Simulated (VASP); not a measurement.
A run of VASP 6.6.1:

File INCAR:

```
ALGO = Normal
EDIFF = 1E-6
ENCUT = 520
GGA = PE
ISIF = 2
ISMEAR = -1
LASPH = True
LCHARG = False
LREAL = False
LWAVE = False
NBANDS = 26
NELM = 80
PREC = Accurate
SIGMA = 0.05
```

KPOINTS

```
k-points
0
Gamma
  6 6 6
```

File POSCAR:

```
RbMgSbO3
1.0
    3.1219137972      1.8024377712      3.7442942128
   -3.1219137972      1.8024377712      3.7442942128
    0.0000000000     -3.6048755423      3.7442942128
Sb Rb Mg O
1 1 1 3
Direct
    0.5701276200      0.5701276200      0.5701276200
    0.8952780900      0.8952780900      0.8952780900
    0.3185392300      0.3185392300      0.3185392300
    0.4946454750      0.9672602300      0.4946454750
    0.9672602300      0.4946454750      0.4946454750
    0.4946454750      0.4946454750      0.9672602300
```

Potentials or basis: VASP PAW PBE potentials, release 64 (Sb, Rb_sv, Mg, O).

Run with:

```sh
$ cat potpaw_PBE.64/Sb/POTCAR potpaw_PBE.64/Rb_sv/POTCAR potpaw_PBE.64/Mg/POTCAR potpaw_PBE.64/O/POTCAR > POTCAR
$ mpirun -np 1 vasp_std > vasp.out
```

Hardware: 1 thread of Oxide Virtual Turin-like Processor, with other jobs on the host.

Q: How long does it take, and how much memory?

A: It took 110 s on 1 thread of Oxide Virtual Turin-like Processor, with other jobs on the host, peak memory 0.27 GiB. Counts: scf iterations 15, k points 32.
